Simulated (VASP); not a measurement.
Input of a VASP 6.6.1 run:

INCAR

```
ALGO     = Normal         # electronic algorithm
EDIFF    = 1E-6           # SCF threshold, eV
ENCUT    = 520            # plane-wave cutoff, eV
GGA      = PS             # functional
ISIF     = 2              # what is computed and relaxed
ISMEAR   = 0              # smearing method
LASPH    = True           # aspherical terms in the spheres
LCHARG   = False          # write CHGCAR
LREAL    = False          # projectors in reciprocal space
LWAVE    = False          # write WAVECAR
NBANDS   = 11             # bands
NELM     = 100            # most SCF steps
PREC     = Accurate       # precision mode
SIGMA    = 0.02           # smearing width, eV
```

File KPOINTS:

```
k-points
0
Gamma
  12 12 12
```

Contents of POSCAR:

```
C
1.0
   -0.0029069420      1.7920851580      1.8036594240
    1.7940112300      0.0114494280      1.7893030540
    1.8267722880      1.8104898460     -0.0213116300
C
2
Direct
    0.4870668386      0.5105893238      0.5017915218
    0.7629331614      0.7394106762      0.7482084782
```

Potentials or basis: VASP PAW PBE potentials, release 64 (C).

The run is started by

```console
$ cat potpaw_PBE.64/C/POTCAR > POTCAR
$ mpirun -np 1 vasp_std > vasp.out
```

Task: What does it give for the band gap on the k mesh?

Result: 2.84 eV, indirect (least direct gap 3.91 eV).

Task: What does it give for the largest force?

Result: 2.192 eV/Å.

Task: Predict the pressure.

Result: -17.2 GPa.

Stress tensor (GPa, compression positive):
```
-20.56  -9.07   8.08
 -9.07 -13.12   3.42
  8.08   3.42 -17.95
```

Caveat: the cell differs from its parent crystal (atoms moved at random and the cell strained at random); the PAW data sets were made with another functional, which shifts forces and pressure a little. A k mesh can miss the band edges.
